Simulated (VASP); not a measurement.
Set up this calculation in VASP 6.6.1, as the native input.

| Quantity | Value |
| --- | --- |
| Task | single point |
| Functional | PBE |
| Potentials or basis | VASP PAW PBE potentials, release 64 (S, K_sv) |
| Cutoff | 500 eV |
| k mesh | 6 × 6 × 6 |
| Occupations | gaussian, width 0.01 eV |
| Spin | no spin polarisation |
| Dipole correction | no |
| Further INCAR settings | ALGO = Normal; EDIFF = 1e-06; NBANDS = 19 |

The structure of K2S lies in POSCAR:

```
K2S
1.0
    0.0000000000      3.6918181648      3.6918181648
    3.6918181648      0.0000000000      3.6918181648
    3.6918181648      3.6918181648      0.0000000000
S K
1 2
Direct
    0.0000000000      0.0000000000      0.0000000000
    0.2500000000      0.2500000000      0.2500000000
    0.7500000000      0.7500000000      0.7500000000
```

This cell differs from its parent crystal: volume changed by -3%.

These files were run (other wordings do the same):

INCAR

```
PREC = Accurate
ENCUT = 500
EDIFF = 1E-6
ISMEAR = 0
SIGMA = 0.01
LREAL = F
LASPH = T
NELM = 120
ALGO = Normal
ISIF = 2
LWAVE = F
LCHARG = F
GGA = PE
NBANDS = 19
GGA_COMPAT = F
```

KPOINTS

```
Automatic mesh
0
Gamma
  6 6 6
```

Potentials or basis: VASP PAW PBE potentials, release 64 (S, K_sv).

The run is started by

```console
$ cat potpaw_PBE.64/S/POTCAR potpaw_PBE.64/K_sv/POTCAR > POTCAR
$ mpirun -np 1 vasp_std > vasp.out
```

Results of the run:

| Property | Result |
| --- | --- |
| Pressure | 0.7 GPa |
| Band gap on the k mesh | 2.40 eV, indirect (least direct gap 2.60 eV) |

Run time: 28 s on 1 thread of AMD EPYC 9R45 96-Core Processor (Zen 5), on a shared host, peak memory 0.2 GiB.
